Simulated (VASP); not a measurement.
# ZnS (P6_3mc) in VASP: a series of runs

Runs on ZnS. Level: LDA. Tasks: single point.

Everything below comes from runs of VASP 6.6.1. Logs are shortened: lines on timing, memory, paths and dates and some standing lists are left out, and cuts for length are marked.

### Step 1. The cell of the first run

The structure is hexagonal, space group P6_3mc (No. 186). Conventional cell: a = 3.649 Å, b = 3.649 Å, c = 6.013 Å, α = 90.00°, β = 90.00°, γ = 120.00°. Within 3.0 Å of Zn (site symmetry 3m) lie 4 S at 2.24 Å. S (site symmetry 3m) has 4 Zn at 2.24 Å within 3.0 Å.

### Step 2. Single point, LDA

INCAR

```
PREC = Accurate
ENCUT = 520
EDIFF = 1E-6
ISMEAR = 0
SIGMA = 0.01
LREAL = F
LASPH = T
NELM = 100
ALGO = Normal
ISIF = 2
LWAVE = F
LCHARG = F
GGA = CA
NBANDS = 26
```

KPOINTS

```
Automatic mesh
0
Gamma
  6 6 4
```

POSCAR

```
ZnS
1.0
    3.6491793058      0.0000000000      0.0000000000
   -1.8245896529      3.1602819818      0.0000000000
    0.0000000000      0.0000000000      6.0132997281
Zn S
2 2
Direct
    0.3333333333      0.6666666667      0.0061233888
    0.6666666667      0.3333333333      0.5061233888
    0.3333333333      0.6666666667      0.3788766112
    0.6666666667      0.3333333333      0.8788766112
```

Potentials or basis: VASP PAW LDA potentials, release 64 (Zn, S).

Run with:

```console
$ cat potpaw_LDA.64/Zn/POTCAR potpaw_LDA.64/S/POTCAR > POTCAR
$ mpirun -np 1 vasp_std > vasp.out
```

OUTCAR:

```text
PREC = Accurate
   ENCUT = 520
   EDIFF = 1E-6
   ISMEAR = 0
   LREAL = F
   LASPH = T
   NELM = 100
   ISIF = 2
   GGA = CA

 ion  position               nearest neighbor table
   1  0.333  0.667  0.006-   3 2.24   4 2.24   4 2.24   4 2.24
   2  0.667  0.333  0.506-   4 2.24   3 2.24   3 2.24   3 2.24
   3  0.333  0.667  0.379-   1 2.24   2 2.24   2 2.24   2 2.24
   4  0.667  0.333  0.879-   2 2.24   1 2.24   1 2.24   1 2.24

  LATTYP: Found a hexagonal cell.
 ALAT       =     3.6491793058
 C/A-ratio  =     1.6478498929

  Lattice vectors:

 A1 = (   3.6491793058,   0.0000000000,   0.0000000000)
 A2 = (  -1.8245896529,   3.1602819818,   0.0000000000)
 A3 = (   0.0000000000,   0.0000000000,   6.0132997281)

Analysis of symmetry for initial positions (statically):
=====================================================================
 Subroutine PRICEL returns:
 Original cell was already a primitive cell.

 Routine SETGRP: Setting up the symmetry group for a
 hexagonal supercell.

 Subroutine GETGRP returns: Found 12 space group operations
 (whereof  6 operations were pure point group operations)
 out of a pool of 24 trial point group operations.

The static configuration has the point symmetry C_3v.
 The point group associated with its full space group is C_6v.

Analysis of symmetry for dynamics (positions and initial velocities):
=====================================================================
 Subroutine PRICEL returns:
 Original cell was already a primitive cell.

 Routine SETGRP: Setting up the symmetry group for a
 hexagonal supercell.

 Subroutine GETGRP returns: Found 12 space group operations
 (whereof  6 operations were pure point group operations)
 out of a pool of 24 trial point group operations.

The dynamic configuration has the point symmetry C_3v.
 The point group associated with its full space group is C_6v.

 Subroutine INISYM returns: Found 12 space group operations
 (whereof  6 operations are pure point group operations),
 and found     1 'primitive' translations

----------------------------------------------------------------------------------------

                                     Primitive cell

  volume of cell :      69.3480

  direct lattice vectors                    reciprocal lattice vectors
     3.649179306  0.000000000  0.000000000     0.274034219  0.158213730  0.000000000
    -1.824589653  3.160281982  0.000000000     0.000000000  0.316427460  0.000000000
     0.000000000  0.000000000  6.013299728     0.000000000  0.000000000  0.166298047

  length of vectors
     3.649179306  3.649179306  6.013299728     0.316427460  0.316427460  0.166298047

  position of ions in fractional coordinates (direct lattice)
     0.333333333  0.666666667  0.006123389
     0.666666667  0.333333333  0.506123389
     0.333333333  0.666666667  0.378876611
     0.666666667  0.333333333  0.878876611

  ion indices of the primitive-cell ions
   primitive index   ion index
                 1           1
                 2           2
                 3           3
                 4           4

----------------------------------------------------------------------------------------

 KPOINTS: Automatic mesh

Automatic generation of k-mesh.
 Grid dimensions read from file:
 generate k-points for:    6    6    4

 Generating k-lattice:

  Cartesian coordinates                     Fractional coordinates (reciprocal lattice)
     0.045672370  0.026368955  0.000000000     0.166666667 -0.000000000  0.000000000
     0.000000000  0.052737910  0.000000000     0.000000000  0.166666667  0.000000000
     0.000000000  0.000000000  0.041574512     0.000000000  0.000000000  0.250000000

  Length of vectors
     0.052737910  0.052737910  0.041574512

  Shift w.r.t. Gamma in fractional coordinates (k-lattice)
     0.000000000  0.000000000  0.000000000

 Subroutine IBZKPT returns following result:
 ===========================================

 Found     21 irreducible k-points:

 Following reciprocal coordinates:
            Coordinates               Weight
  0.000000  0.000000  0.000000      1.000000
  0.166667 -0.000000  0.000000      6.000000
  0.333333 -0.000000  0.000000      6.000000
  0.500000 -0.000000  0.000000      3.000000
  0.166667  0.166667  0.000000      6.000000
  0.333333  0.166667  0.000000     12.000000
[... 13 lines left out ...]
  0.333333  0.166667  0.500000     12.000000
  0.333333  0.333333  0.500000      2.000000
   k-points           NKPTS =     21   k-points in BZ     NKDIM =     21   number of bands    NBANDS=     26
   number of dos      NEDOS =    301   number of ions     NIONS =      4
   total plane-waves  NPLWV =  37632
   dimension x,y,z NGX =    28 NGY =   28 NGZ =   48
   dimension x,y,z NGXF=    56 NGYF=   56 NGZF=   96
   ions per type =               2   2
   NGX,Y,Z   is equivalent  to a cutoff of  12.76, 12.76, 13.27 a.u.
   NGXF,Y,Z  is equivalent  to a cutoff of  25.51, 25.51, 26.54 a.u.
 SYSTEM =  unknown system
   PREC   = accura    normal or accurate (medium, high low for compatibility)
   ISTART =      0    job   : 0-new  1-cont  2-samecut
   ICHARG =      2    charge: 1-file 2-atom 10-const
   ISPIN  =      1    spin polarized calculation?
   LNONCOLLINEAR =      F non collinear calculations
   LSORBIT =      F    spin-orbit coupling
   LASPH  =      T    aspherical Exc in radial PAW
   ENCUT  =  520.0 eV  38.22 Ry    6.18 a.u.   6.79  6.79 11.18*2*pi/ulx,y,z
   NELM   =    100;   NELMIN=  2; NELMDL= -5     # of ELM steps
   EDIFF  = 0.1E-05   stopping-criterion for ELM
   LREAL  =      F    real-space projection
   EDIFFG = 0.1E-04   stopping-criterion for IOM
   NSW    =      0    number of steps for IOM
   IBRION =     -1    ionic relax: 0-MD 1-quasi-New 2-CG
   NFREE  =      0    steps in history (QN), initial steepest desc. (CG)
   ISIF   =      2    stress and relaxation
   ISYM   =      2    0-nonsym 1-usesym 2-fastsym
   POTIM  = 0.5000    time-step for ionic-motion
   TEBEG  =    0.0;   TEEND  =   0.0 temperature during run
   PSTRESS=    0.0 pullay stress
   NELECT =      36.0000    total number of electrons
   NUPDOWN=      -1.0000    fix difference up-down
   EMIN   =  10.00;   EMAX   =-10.00  energy-range for DOS
   EFERMI =   0.00;   METHOD = LEGACY
   ISMEAR =     0;   SIGMA  =   0.01  broadening in eV -4-tet -1-fermi 0-gaus
   EFERMI_NEDOS =   21; number of points for ismear=-14 and -15
   IALGO  =     38    algorithm
   IMIX   =      4    mixing-type and parameters
     AMIX     =   0.40;   BMIX     =  1.00
     AMIX_MAG =   1.60;   BMIX_MAG =  1.00
  volume/ion in A,a.u.               =      17.34       117.00
  Fermi-wavevector in a.u.,A,eV,Ry     =   1.315723  2.486355 23.553402  1.731126
  Thomas-Fermi vector in A             =   2.445885
   LORBIT       =      0    0 simple, 1 ext, 2 COOP (PROOUT), +10 PAW based schemes
   GGA     = CA    functional components
   LHFCALC =     F    Hartree Fock is set to
   AEXX    =    0.0000 exact exchange contribution
   IVDW    =     0    specifies the selected vdW correction
   LEPSILON=     F    determine dielectric tensor
   LRPA    =     F    only Hartree local field effects (RPA)
 non-spin polarized calculation
 Gauss-broadening in eV      SIGMA  =   0.01
  energy-cutoff  :      520.00
  volume of cell :       69.35
 maximum number of plane-waves:      1882
 NGX is ok and might be reduce to    28
   NGX = 13   NGY = 13   NGZ = 23

 number of electron      35.9999998 magnetization

 Free energy of the ion-electron system (eV)
  ---------------------------------------------------
  ext. energy  EPLUGINS =         0.00000000
  ---------------------------------------------------
  free energy    TOTEN  =       -16.28576837 eV

  energy without entropy =      -16.28576837  energy(sigma->0) =      -16.28576837

 E-fermi :   3.3412     XC(G=0): -10.6369

 val. band max:        3.2749230922   @ k =   0.0000   0.0000   0.0000
 cond. band min:       5.8224800871   @ k =   0.0000   0.0000   0.0000
 fundamental gap:      2.5475569949
 Fermi energy:         3.3412456683

 k-point     1 :       0.0000    0.0000    0.0000
  band No.  band energies     occupation
      1     -10.8653      2.00000
      2      -9.6579      2.00000
      3      -3.8614      2.00000
      4      -3.8285      2.00000
      5      -3.8285      2.00000
      6      -3.7263      2.00000
[... 18 lines left out ...]
     25      10.8980      0.00000
     26      12.8584      0.00000

 k-point     2 :       0.1667   -0.0000    0.0000
  band No.  band energies     occupation
      1     -10.6346      2.00000
      2      -9.5283      2.00000
      3      -3.8643      2.00000
      4      -3.8139      2.00000
      5      -3.7864      2.00000
      6      -3.7065      2.00000
[... 18 lines left out ...]
     25      11.4198      0.00000
     26      11.8357      0.00000

 k-point     3 :       0.3333   -0.0000    0.0000
  band No.  band energies     occupation
      1     -10.0693      2.00000
      2      -9.2919      2.00000
      3      -3.8939      2.00000
      4      -3.7584      2.00000
      5      -3.7247      2.00000
      6      -3.5628      2.00000
[... 18 lines left out ...]
     25      12.0168      0.00000
     26      13.3927      0.00000

 k-point     4 :       0.5000   -0.0000    0.0000
  band No.  band energies     occupation
      1      -9.6655      2.00000
      2      -9.2431      2.00000
      3      -3.8689      2.00000
      4      -3.7076      2.00000
      5      -3.6416      2.00000
      6      -3.5588      2.00000
[... 18 lines left out ...]
     25      12.4576      0.00000
     26      15.0315      0.00000
[... 409 lines left out ...]
      1      -9.8112      2.00000
      2      -9.8112      2.00000
      3      -3.8960      2.00000
      4      -3.8960      2.00000
      5      -3.6910      2.00000
      6      -3.6910      2.00000
[... 18 lines left out ...]
     25      11.6488      0.00000
     26      11.6488      0.00000

 k-point    20 :       0.3333    0.1667    0.5000
  band No.  band energies     occupation
      1      -9.4472      2.00000
      2      -9.4472      2.00000
      3      -3.8458      2.00000
      4      -3.8458      2.00000
      5      -3.6091      2.00000
      6      -3.6091      2.00000
[... 18 lines left out ...]
     25      12.5809      0.00000
     26      12.5809      0.00000

 k-point    21 :       0.3333    0.3333    0.5000
  band No.  band energies     occupation
      1      -9.3215      2.00000
      2      -9.3215      2.00000
      3      -3.7309      2.00000
      4      -3.7309      2.00000
      5      -3.6606      2.00000
      6      -3.6606      2.00000
[... 18 lines left out ...]
     25      12.9283      0.00000
     26      12.9283      0.00000

------------------------ aborting loop because EDIFF is reached ----------------------------------------

  FORCE on cell =-STRESS in cart. coord.  units (eV):
  Direction    XX          YY          ZZ          XY          YZ          ZX
  --------------------------------------------------------------------------------------
  -------------------------------------------------------------------------------------
  Total        3.1834086      3.1834086      3.1962386      0.0000000      0.0000000     -0.0000000
  in kB       73.5476969     73.5476969     73.8441144      0.0000000      0.0000000     -0.0000000
  external PRESSURE =      73.6465027 kB  Pullay stress =       0.0000000 kB

 VOLUME and BASIS-vectors are now :
 -----------------------------------------------------------------------------
  energy-cutoff  :      520.00
  volume of cell :       69.35
      direct lattice vectors                 reciprocal lattice vectors
     3.649179306  0.000000000  0.000000000     0.274034219  0.158213730  0.000000000
    -1.824589653  3.160281982  0.000000000     0.000000000  0.316427460  0.000000000
     0.000000000  0.000000000  6.013299728     0.000000000  0.000000000  0.166298047

 POSITION                                       TOTAL-FORCE (eV/Angst)
 -----------------------------------------------------------------------------------
     -0.00000      2.10685      0.03682         0.000000     -0.000000      0.000327
      1.82459      1.05343      3.04347         0.000000     -0.000000      0.000327
     -0.00000      2.10685      2.27830         0.000000      0.000000     -0.000327
      1.82459      1.05343      5.28495        -0.000000     -0.000000     -0.000327
 -----------------------------------------------------------------------------------
    total drift:                               -0.000000      0.000000      0.001526

  FREE ENERGIE OF THE ION-ELECTRON SYSTEM (eV)
  ---------------------------------------------------
  free  energy   TOTEN  =       -16.2857683693 eV

  energy  without entropy=      -16.2857683693  energy(sigma->0) =      -16.28576837
```

Wall time 58 s (1 thread of Intel Xeon Platinum 8488C (Sapphire Rapids), shared host); peak memory 0.17 GiB.

Results:

| Quantity | Value |
| --- | --- |
| Free energy | -16.2858 eV |
| Pressure | 7.4 GPa |
| Band gap on the k mesh | 2.55 eV, direct |

As with any semilocal functional, this LDA gap is likely too small.

### Step 3. Single point, LDA

This run uses another cell than the first one, of 17.82 Å³/atom, 1.028 times its volume.

INCAR

```
  PREC = Accurate
  ENCUT = 520
  EDIFF = 1E-6
  ISMEAR = 0
  SIGMA = 0.01
  LREAL = False
  LASPH = True
  NELM = 80
  ALGO = Normal
  ISIF = 2
  LWAVE = False
  LCHARG = True
  LELF = True
  LVHAR = True
  NBANDS = 26
```

KPOINTS is that of step 2.

POSCAR

```
ZnS
1.0
    3.6843089708      0.0000000000      0.0000000000
   -1.8421544854      3.1907051641      0.0000000000
    0.0000000000      0.0000000000      6.0629766764
Zn S
2 2
Direct
    0.3333333333      0.6666666667      0.0058832034
    0.6666666667      0.3333333333      0.5058832034
    0.3333333333      0.6666666667      0.3791167966
    0.6666666667      0.3333333333      0.8791167966
```

Potentials or basis: VASP PAW LDA potentials, release 64 (Zn, S).

Run with:

```console
$ cat potpaw_LDA.64/Zn/POTCAR potpaw_LDA.64/S/POTCAR > POTCAR
$ mpirun -np 1 vasp_std > vasp.out
```

Wall time 58 s (1 thread of Intel Xeon Platinum 8488C (Sapphire Rapids), shared host); peak memory 0.17 GiB.

The run converged. Its results:

```
Free energy            : -16.3557 eV
Pressure               : 4.3 GPa
Band gap on the k mesh : 2.42 eV, direct
```

Levels at points of the mesh, in eV from the valence-band top:
| k point | band 14 | band 15 | band 16 | band 17 | band 18 | band 19 | band 20 | band 21 | band 22 | band 23 |
| --- | --- | --- | --- | --- | --- | --- | --- | --- | --- | --- |
| (0.00, 0.00, 0.00) | -1.06 | -1.06 | -0.12 | 0.00 | 0.00 | 2.42 | 3.10 | 6.09 | 6.09 | 6.31 |
| (0.50, 0.00, 0.00) | -4.61 | -3.84 | -2.64 | -2.06 | -1.05 | 3.37 | 4.31 | 4.83 | 6.69 | 7.63 |
| (0.00, 0.00, 0.50) | -3.21 | -0.56 | -0.56 | -0.56 | -0.56 | 3.64 | 3.64 | 6.58 | 6.58 | 6.58 |
| (0.50, 0.00, 0.50) | -5.46 | -1.94 | -1.94 | -1.91 | -1.91 | 3.32 | 3.32 | 4.99 | 4.99 | 8.81 |

LDA gaps usually lie below the measured ones, often by a third to a half.
